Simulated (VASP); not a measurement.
# MoS2 (R3m) in VASP: further runs

MoS2 is run at these levels: RPBE, revPBE, BLYP, r2SCAN; tasks: single point.

All numbers are computed with VASP 6.6.1; they aren't measurements. Logs are shortened: lines on timing, memory, paths and dates and some standing lists are left out, and cuts for length are marked.

### Step 1. The cell of the first run

The structure is trigonal, space group R3m (No. 160). The conventional cell has a = 3.160 Å, b = 3.160 Å, c = 18.450 Å, α = 90.00°, β = 90.00°, γ = 120.00°. Mo (site symmetry 3m) has 6 S at 2.39 Å and 6 Mo at 3.16 Å within 3.2 Å. Within 3.2 Å of S (site symmetry 3m) lie 3 Mo at 2.39 Å and 7 S at 3.08 to 3.16 Å. S (site symmetry 3m) has 3 Mo at 2.39 Å and 7 S at 3.08 to 3.16 Å within 3.2 Å.

### Step 2. Single point, RPBE

INCAR

```
SYSTEM = MoS2
PREC = Accurate
ENCUT = 520
EDIFF = 1E-7
ISMEAR = -1
SIGMA = 0.05
LREAL = .False.
LASPH = .True.
NELM = 80
ALGO = Normal
ISIF = 2
LWAVE = .False.
LCHARG = .False.
GGA = RP
NBANDS = 20
```

KPOINTS

```
Automatic mesh
0
Gamma
  6 6 6
  0 0 0
```

POSCAR

```
MoS2
1.0
    1.5800000000      0.9122134253      6.1500000000
   -1.5800000000      0.9122134253      6.1500000000
    0.0000000000     -1.8244268506      6.1500000000
Mo S
1 2
Direct
    0.0000000000      0.0000000000      0.0000000000
    0.4170000000      0.4170000000      0.4170000000
    0.2500000000      0.2500000000      0.2500000000
```

Potentials or basis: VASP PAW PBE potentials, release 64 (Mo_sv, S).

Started as:

```console
$ cat potpaw_PBE.64/Mo_sv/POTCAR potpaw_PBE.64/S/POTCAR > POTCAR
$ mpirun -np 1 vasp_std > vasp.out
```

OUTCAR:

```text
SYSTEM = MoS2
   PREC = Accurate
   ENCUT = 520
   EDIFF = 1E-7
   ISMEAR = -1
   LREAL = .False.
   LASPH = .True.
   NELM = 80
   ISIF = 2
   GGA = RP

 ion  position               nearest neighbor table
   1  0.000  0.000  0.000-   3 2.39   3 2.39   3 2.39   2 2.39   2 2.39   2 2.39
   2  0.417  0.417  0.417-   1 2.39   1 2.39   1 2.39
   3  0.250  0.250  0.250-   1 2.39   1 2.39   1 2.39

  LATTYP: Found a trigonal (rhomboedric) cell.
 ALAT       =     6.4149071181
 COS(alpha) =     0.8786713335

  Lattice vectors:

 A1 = (   1.5800000000,   0.9122134253,   6.1500000000)
 A2 = (  -1.5800000000,   0.9122134253,   6.1500000000)
 A3 = (   0.0000000000,  -1.8244268506,   6.1500000000)

Analysis of symmetry for initial positions (statically):
=====================================================================
 Subroutine PRICEL returns:
 Original cell was already a primitive cell.

 Routine SETGRP: Setting up the symmetry group for a
 trigonal (rhombohedral) supercell.

 Subroutine GETGRP returns: Found  6 space group operations
 (whereof  6 operations were pure point group operations)
 out of a pool of 12 trial point group operations.

The static configuration has the point symmetry C_3v.

Analysis of symmetry for dynamics (positions and initial velocities):
=====================================================================
 Subroutine PRICEL returns:
 Original cell was already a primitive cell.

 Routine SETGRP: Setting up the symmetry group for a
 trigonal (rhombohedral) supercell.

 Subroutine GETGRP returns: Found  6 space group operations
 (whereof  6 operations were pure point group operations)
 out of a pool of 12 trial point group operations.

The dynamic configuration has the point symmetry C_3v.

 Subroutine INISYM returns: Found  6 space group operations
 (whereof  6 operations are pure point group operations),
 and found     1 'primitive' translations

----------------------------------------------------------------------------------------

                                     Primitive cell

  volume of cell :      53.1839

  direct lattice vectors                    reciprocal lattice vectors
     1.580000000  0.912213425  6.150000000     0.316455696  0.182705781  0.054200542
    -1.580000000  0.912213425  6.150000000    -0.316455696  0.182705781  0.054200542
     0.000000000 -1.824426851  6.150000000     0.000000000 -0.365411563  0.054200542

  length of vectors
     6.414907118  6.414907118  6.414907118     0.369409406  0.369409406  0.369409406

  position of ions in fractional coordinates (direct lattice)
     0.000000000  0.000000000  0.000000000
     0.417000000  0.417000000  0.417000000
     0.250000000  0.250000000  0.250000000

  ion indices of the primitive-cell ions
   primitive index   ion index
                 1           1
                 2           2
                 3           3

----------------------------------------------------------------------------------------

 KPOINTS: Automatic mesh

Automatic generation of k-mesh.
 Grid dimensions read from file:
 generate k-points for:    6    6    6

 Generating k-lattice:

  Cartesian coordinates                     Fractional coordinates (reciprocal lattice)
     0.052742616  0.030450964  0.009033424     0.166666667 -0.000000000  0.000000000
    -0.052742616  0.030450964  0.009033424    -0.000000000  0.166666667  0.000000000
     0.000000000 -0.060901927  0.009033424     0.000000000  0.000000000  0.166666667

  Length of vectors
     0.061568234  0.061568234  0.061568234

  Shift w.r.t. Gamma in fractional coordinates (k-lattice)
     0.000000000  0.000000000  0.000000000

 Subroutine IBZKPT returns following result:
 ===========================================

 Found     32 irreducible k-points:

 Following reciprocal coordinates:
            Coordinates               Weight
  0.000000  0.000000  0.000000      1.000000
  0.166667  0.000000  0.000000      6.000000
  0.333333  0.000000  0.000000      6.000000
  0.500000  0.000000  0.000000      3.000000
  0.166667  0.166667  0.000000      6.000000
  0.333333  0.166667  0.000000     12.000000
[... 16 lines left out ...]
  0.500000  0.500000  0.166667      6.000000
 -0.333333  0.500000  0.166667     12.000000
 [... further k-points ...]
   k-points           NKPTS =     32   k-points in BZ     NKDIM =     32   number of bands    NBANDS=     20
   number of dos      NEDOS =    301   number of ions     NIONS =      3
   total plane-waves  NPLWV = 110592
   dimension x,y,z NGX =    48 NGY =   48 NGZ =   48
   dimension x,y,z NGXF=    96 NGYF=   96 NGZF=   96
   ions per type =               1   2
   NGX,Y,Z   is equivalent  to a cutoff of  12.44, 12.44, 12.44 a.u.
   NGXF,Y,Z  is equivalent  to a cutoff of  24.88, 24.88, 24.88 a.u.
 SYSTEM =  MoS2
   PREC   = accura    normal or accurate (medium, high low for compatibility)
   ISTART =      0    job   : 0-new  1-cont  2-samecut
   ICHARG =      2    charge: 1-file 2-atom 10-const
   ISPIN  =      1    spin polarized calculation?
   LNONCOLLINEAR =      F non collinear calculations
   LSORBIT =      F    spin-orbit coupling
   LASPH  =      T    aspherical Exc in radial PAW
   ENCUT  =  520.0 eV  38.22 Ry    6.18 a.u.  11.93 11.93 11.93*2*pi/ulx,y,z
   NELM   =     80;   NELMIN=  2; NELMDL= -5     # of ELM steps
   EDIFF  = 0.1E-06   stopping-criterion for ELM
   LREAL  =      F    real-space projection
   EDIFFG = 0.1E-05   stopping-criterion for IOM
   NSW    =      0    number of steps for IOM
   IBRION =     -1    ionic relax: 0-MD 1-quasi-New 2-CG
   NFREE  =      0    steps in history (QN), initial steepest desc. (CG)
   ISIF   =      2    stress and relaxation
   ISYM   =      2    0-nonsym 1-usesym 2-fastsym
   POTIM  = 0.5000    time-step for ionic-motion
   TEBEG  =    0.0;   TEEND  =   0.0 temperature during run
   PSTRESS=    0.0 pullay stress
   NELECT =      26.0000    total number of electrons
   NUPDOWN=      -1.0000    fix difference up-down
   EMIN   =  10.00;   EMAX   =-10.00  energy-range for DOS
   EFERMI =   0.00;   METHOD = LEGACY
   ISMEAR =    -1;   SIGMA  =   0.05  broadening in eV -4-tet -1-fermi 0-gaus
   EFERMI_NEDOS =   21; number of points for ismear=-14 and -15
   IALGO  =     38    algorithm
   IMIX   =      4    mixing-type and parameters
     AMIX     =   0.40;   BMIX     =  1.00
     AMIX_MAG =   1.60;   BMIX_MAG =  1.00
  volume/ion in A,a.u.               =      17.73       119.63
  Fermi-wavevector in a.u.,A,eV,Ry     =   1.289652  2.437089 22.629252  1.663203
  Thomas-Fermi vector in A             =   2.421532
   LORBIT       =      0    0 simple, 1 ext, 2 COOP (PROOUT), +10 PAW based schemes
   GGA     = RP    functional components
   LHFCALC =     F    Hartree Fock is set to
   AEXX    =    0.0000 exact exchange contribution
   IVDW    =     0    specifies the selected vdW correction
   LEPSILON=     F    determine dielectric tensor
   LRPA    =     F    only Hartree local field effects (RPA)
 non-spin polarized calculation
  energy-cutoff  :      520.00
  volume of cell :       53.18
 maximum number of plane-waves:      1444
   NGX = 23   NGY = 23   NGZ = 23

 number of electron      25.9999998 magnetization

 Free energy of the ion-electron system (eV)
  ---------------------------------------------------
  ext. energy  EPLUGINS =         0.00000000
  ---------------------------------------------------
  free energy    TOTEN  =       -20.47439135 eV

  energy without entropy =      -20.47438849  energy(sigma->0) =      -20.47438992

 E-fermi :   8.1479     XC(G=0): -10.6742

 val. band max:        7.7317857754   @ k =   0.5000   0.5000   0.5000
 cond. band min:       8.6909854386   @ k =  -0.1667   0.5000   0.1667
 fundamental gap:      0.9591996632
 Fermi energy:         8.1479218798

 k-point     1 :       0.0000    0.0000    0.0000
  band No.  band energies     occupation
      1     -53.8326      2.00000
      2     -27.9967      2.00000
      3     -27.7702      2.00000
      4     -27.7702      2.00000
      5      -7.3727      2.00000
      6      -5.6637      2.00000
[... 12 lines left out ...]
     19      15.9373      0.00000
     20      16.3790      0.00000

 k-point     2 :       0.1667    0.0000    0.0000
  band No.  band energies     occupation
      1     -53.8222      2.00000
      2     -27.9761      2.00000
      3     -27.8738      2.00000
      4     -27.7937      2.00000
      5      -6.9559      2.00000
      6      -5.5378      2.00000
[... 12 lines left out ...]
     19      16.4012      0.00000
     20      16.9673      0.00000

 k-point     3 :       0.3333    0.0000    0.0000
  band No.  band energies     occupation
      1     -53.8014      2.00000
      2     -28.0760      2.00000
      3     -27.9346      2.00000
      4     -27.8404      2.00000
      5      -5.9780      2.00000
      6      -5.2481      2.00000
[... 12 lines left out ...]
     19      15.2608      0.00000
     20      15.6208      0.00000

 k-point     4 :       0.5000    0.0000    0.0000
  band No.  band energies     occupation
      1     -53.7909      2.00000
      2     -28.1748      2.00000
      3     -27.9138      2.00000
      4     -27.8636      2.00000
      5      -5.3603      2.00000
      6      -5.0843      2.00000
[... 12 lines left out ...]
     19      14.6158      0.00000
     20      15.2697      0.00000

 k-point     5 :       0.1667    0.1667    0.0000
  band No.  band energies     occupation
      1     -53.8222      2.00000
      2     -27.9761      2.00000
      3     -27.8738      2.00000
      4     -27.7937      2.00000
      5      -6.9392      2.00000
      6      -5.5665      2.00000
[... 12 lines left out ...]
     19      16.4849      0.00000
     20      16.8565      0.00000

 k-point     6 :       0.3333    0.1667    0.0000
  band No.  band energies     occupation
      1     -53.8066      2.00000
      2     -28.0070      2.00000
      3     -27.9451      2.00000
      4     -27.8484      2.00000
      5      -6.2218      2.00000
      6      -5.3611      2.00000
[... 12 lines left out ...]
     19      16.2864      0.00000
     20      16.8452      0.00000

 k-point     7 :       0.5000    0.1667    0.0000
  band No.  band energies     occupation
      1     -53.7909      2.00000
      2     -28.1245      2.00000
      3     -27.9161      2.00000
      4     -27.9139      2.00000
      5      -5.3688      2.00000
      6      -5.0799      2.00000
[... 12 lines left out ...]
     19      15.9778      0.00000
     20      16.4160      0.00000
[... 277 lines left out ...]
 k-point    20 :       0.5000    0.3333    0.1667
  band No.  band energies     occupation
      1     -53.8066      2.00000
      2     -28.0070      2.00000
      3     -27.9451      2.00000
      4     -27.8484      2.00000
      5      -6.1220      2.00000
      6      -5.4933      2.00000
[... 12 lines left out ...]
     19      16.4564      0.00000
     20      17.0224      0.00000

 k-point    21 :      -0.3333    0.3333    0.1667
  band No.  band energies     occupation
      1     -53.7909      2.00000
      2     -28.1245      2.00000
      3     -27.9161      2.00000
      4     -27.9139      2.00000
      5      -5.3158      2.00000
      6      -5.1393      2.00000
[... 12 lines left out ...]
     19      16.1962      0.00000
     20      16.4907      0.00000

 k-point    22 :      -0.1667    0.3333    0.1667
  band No.  band energies     occupation
      1     -53.7909      2.00000
      2     -28.1245      2.00000
      3     -27.9161      2.00000
      4     -27.9139      2.00000
      5      -5.3776      2.00000
      6      -5.0725      2.00000
[... 12 lines left out ...]
     19      15.9100      0.00000
     20      16.4540      0.00000

 k-point    23 :       0.5000    0.5000    0.1667
  band No.  band energies     occupation
      1     -53.8014      2.00000
      2     -28.0760      2.00000
      3     -27.9347      2.00000
      4     -27.8404      2.00000
      5      -5.8299      2.00000
      6      -5.4337      2.00000
[... 12 lines left out ...]
     19      15.4361      0.00000
     20      16.4363      0.00000

 k-point    24 :      -0.3333    0.5000    0.1667
  band No.  band energies     occupation
      1     -53.7909      2.00000
      2     -28.1245      2.00000
      3     -27.9161      2.00000
      4     -27.9139      2.00000
      5      -5.2796      2.00000
      6      -5.1794      2.00000
[... 12 lines left out ...]
     19      15.9846      0.00000
     20      16.3185      0.00000

 [... further k-points ...]
[... 5 lines left out ...]
  --------------------------------------------------------------------------------------
  -------------------------------------------------------------------------------------
  Total        2.3226473      2.3226473      3.1422667      0.0000000      0.0000000      0.0000000
  in kB       69.9703310     69.9703310     94.6615712      0.0000000      0.0000000      0.0000000
  external PRESSURE =      78.2007444 kB  Pullay stress =       0.0000000 kB

 VOLUME and BASIS-vectors are now :
 -----------------------------------------------------------------------------
  energy-cutoff  :      520.00
  volume of cell :       53.18
      direct lattice vectors                 reciprocal lattice vectors
     1.580000000  0.912213425  6.150000000     0.316455696  0.182705781  0.054200542
    -1.580000000  0.912213425  6.150000000    -0.316455696  0.182705781  0.054200542
     0.000000000 -1.824426851  6.150000000     0.000000000 -0.365411563  0.054200542

 POSITION                                       TOTAL-FORCE (eV/Angst)
 -----------------------------------------------------------------------------------
      0.00000      0.00000      0.00000         0.000000      0.000000      0.087555
      0.00000      0.00000      7.69365         0.000000      0.000000      0.485344
      0.00000      0.00000      4.61250         0.000000      0.000000     -0.572899
 -----------------------------------------------------------------------------------
    total drift:                               -0.000000     -0.000000      0.000045

  FREE ENERGIE OF THE ION-ELECTRON SYSTEM (eV)
  ---------------------------------------------------
  free  energy   TOTEN  =       -20.4743913519 eV

  energy  without entropy=      -20.4743884947  energy(sigma->0) =      -20.47438992
```

Run time: 2.7 min. Hardware: 1 thread of Intel Xeon 8259CL, shared host; peak memory 0.31 GiB.

Results:

* Free energy: -20.4744 eV
* Pressure: 7.8 GPa
* Largest force: 0.573 eV/Å
* Band gap on the k mesh: 0.96 eV (least direct gap 1.71 eV)

Forces on the atoms (eV/Å):
```
Mo   0.000  0.000  0.088
S    0.000  0.000  0.485
S    0.000  0.000 -0.573
```

Levels at points of the mesh, in eV from the valence-band top:
```csv
k point,band 9,band 10,band 11,band 12,band 13,band 14,band 15,band 16,band 17,band 18
"(0.00, 0.00, 0.00)",-3.46,-2.33,-2.33,-1.27,-1.13,2.04,2.04,2.45,2.45,5.59
"(0.50, 0.00, 0.00)",-5.06,-4.05,-2.37,-1.67,-1.47,1.60,2.05,3.52,3.53,5.38
"(0.50, 0.50, 0.00)",-4.78,-3.98,-2.92,-1.85,-1.31,1.56,2.17,3.08,3.93,6.07
"(0.50, 0.50, 0.50)",-3.47,-3.44,-2.30,-2.30,0.00,2.13,2.13,2.32,2.32,5.66
```

Caveat: the cell stands under pressure; the PAW data sets were made with another functional, which shifts forces and pressure a little.

### Step 3. Single point, revPBE

INCAR

```
SYSTEM = MoS2
PREC = Accurate
ENCUT = 520
EDIFF = 1E-6
ISMEAR = -1
SIGMA = 0.05
LREAL = .FALSE.
LASPH = .TRUE.
NELM = 100
ALGO = Normal
ISIF = 2
LWAVE = .FALSE.
LCHARG = .TRUE.
GGA = RE
LELF = .TRUE.
LVHAR = .TRUE.
NBANDS = 20
```

KPOINTS

```
Automatic mesh
0
G
  6 6 6
  0 0 0
```

POSCAR is that of step 2.

Potentials or basis: VASP PAW PBE potentials, release 64 (Mo_sv, S).

Started as:

```console
$ cat potpaw_PBE.64/Mo_sv/POTCAR potpaw_PBE.64/S/POTCAR > POTCAR
$ mpirun -np 1 vasp_std > vasp.out
```

It took 2.8 min on 1 thread of Intel Xeon 8259CL, shared host; peak memory 0.31 GiB.

Results (log left out):

```yaml
Free_energy: -20.6746 eV
Pressure: 7.1 GPa
Largest_force: 0.554 eV/Å
Band_gap_on_the_k_mesh: 0.95 eV (least direct gap 1.71 eV)
```

Forces on the atoms (eV/Å):
```
Mo   0.000  0.000  0.087
S    0.000  0.000  0.466
S    0.000  0.000 -0.554
```

Stress tensor (GPa, compression positive):
```
6.27 0.00 0.00
0.00 6.27 0.00
0.00 0.00 8.74
```

Levels at points of the mesh, in eV from the valence-band top:
```csv
k point,band 9,band 10,band 11,band 12,band 13,band 14,band 15,band 16,band 17,band 18
"(0.00, 0.00, 0.00)",-3.46,-2.33,-2.33,-1.27,-1.14,2.03,2.03,2.45,2.45,5.57
"(0.50, 0.00, 0.00)",-5.07,-4.05,-2.37,-1.67,-1.48,1.60,2.04,3.51,3.52,5.35
"(0.50, 0.50, 0.00)",-4.78,-3.98,-2.92,-1.85,-1.32,1.56,2.16,3.07,3.92,6.05
"(0.50, 0.50, 0.50)",-3.47,-3.45,-2.30,-2.30,0.00,2.13,2.13,2.32,2.32,5.65
```

Caveat: the cell stands under pressure; the PAW data sets were made with another functional, which shifts forces and pressure a little. A k mesh can miss the band edges.

(Continued in part 2 of 2.)
